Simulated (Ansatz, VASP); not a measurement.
Mo in VASP and in Ansatz

INCAR

```
SYSTEM = Mo
PREC     = Accurate       ! precision mode
ENCUT    = 520            ! plane-wave cutoff, eV
EDIFF    = 1E-6           ! SCF threshold, eV
ISMEAR   = -1             ! smearing method
SIGMA    = 0.1            ! smearing width, eV
LREAL    = .FALSE.        ! projectors in reciprocal space
LASPH    = .TRUE.         ! aspherical terms in the spheres
NELM     = 60             ! most SCF steps
ALGO     = Normal         ! electronic algorithm
ISIF     = 2              ! what is computed and relaxed
LWAVE    = .FALSE.        ! write WAVECAR
LCHARG   = .FALSE.        ! write CHGCAR
GGA      = PS             ! functional
NBANDS   = 13             ! bands
```

Contents of KPOINTS:

```
Automatic mesh
0
G
  15 15 15
  0 0 0
```

Contents of POSCAR:

```
Mo
1.0
    0.0000000000      1.9805092481      1.9805092481
    1.9805092481      0.0000000000      1.9805092481
    1.9805092481      1.9805092481      0.0000000000
Mo
1
Direct
    0.0000000000      0.0000000000      0.0000000000
```

Input for Ansatz:

```yaml
crystal:
  lattice:
    - [0.0, 1.9805092481, 1.9805092481]
    - [1.9805092481, 0.0, 1.9805092481]
    - [1.9805092481, 1.9805092481, 0.0]
  atoms:
    - { symbol: Mo, position: [0.0, 0.0, 0.0] }
hamiltonian:
  xc: pbesol
  pseudopotentials:
    kind: paw
    azcp:
      Mo: "pseudopotentials/Mo.paw.azcp"
basis:
  ecutwfc: 420
  fft_grid_basis: typed
kpoints:
  mp_grid: { grid: [15, 15, 15], shift: [0, 0, 0] }
magnetization:
  spin_polarized: false
scf:
  occupations: { method: fermi_dirac, width: 0.1 }
  lower_state_search: "off"
output:
  stress: true
  write_density: true
  write_potential: true
  elf: true
  volumetric_format: npy
```

Alike in both runs: task single point; functional PBEsol; k mesh 15 × 15 × 15; occupations fermi-dirac, width 0.1 eV; no spin polarisation.

|  | VASP | Ansatz |
| --- | --- | --- |
| version | VASP 6.6.1 | Ansatz 0.2.0 |
| potentials or method | VASP PAW PBE potentials, release 64 (Mo_sv), cutoff 520 eV | plane waves (420 eV) with PAW, scalar-relativistic |
| valence electrons in the cell | 14 | 14 |

```csv
,VASP,Ansatz,Ansatz less VASP
pressure (GPa),0.9,0.4,-0.51
```

VASP's potentials were made for PBE, not for PBEsol, and Ansatz warns of the same on its side.
